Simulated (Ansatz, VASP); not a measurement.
**Co: VASP beside Ansatz**

```
Co
1.0
     2.49304    0.00000    0.00000
    -1.24652    2.15904    0.00000
     0.00000    0.00000   21.01010
Co
6
Direct
  0.83333 0.16667 0.26178
  0.16667 0.83333 0.35495
  0.83333 0.16667 0.45253
  0.16667 0.83333 0.54747
  0.83333 0.16667 0.64505
  0.16667 0.83333 0.73822
```

Alike in both runs: task single point; functional PBE; k mesh 15 × 15 × 1; occupations fermi-dirac, width 0.1 eV; collinear spin.

```csv
,VASP,Ansatz
version,VASP 6.6.1,Ansatz 0.2.0
potentials or method,"VASP PAW PBE potentials, release 64 (Co)","PAW with Ansatz's default frozen-core files, scalar-relativistic"
plane-wave cutoff (eV),520,420
valence electrons in the cell,54,102
```

|  | VASP | Ansatz | Ansatz less VASP |
| --- | --- | --- | --- |
| rms of the force components (eV/Å) | 0.011 | 0.001 | -0.0103 |
| net moment per atom (μB) | 1.65 | 1.66 | +0.008 |
| size of the moment on the site where the two differ most (μB) | 1.66 | 1.72 | +0.065 |

Site moments also hang on the region over which each program counts them. Atom by atom the forces differ by 0.010 eV/Å (rms over components). The functional is the same, so the differences come from potentials, cutoffs and numerics. VASP's potentials hold 54 valence electrons a cell and Ansatz's 102, so a difference there can come from the potentials and not from the codes. Ansatz's warnings: vacuum density over bound.
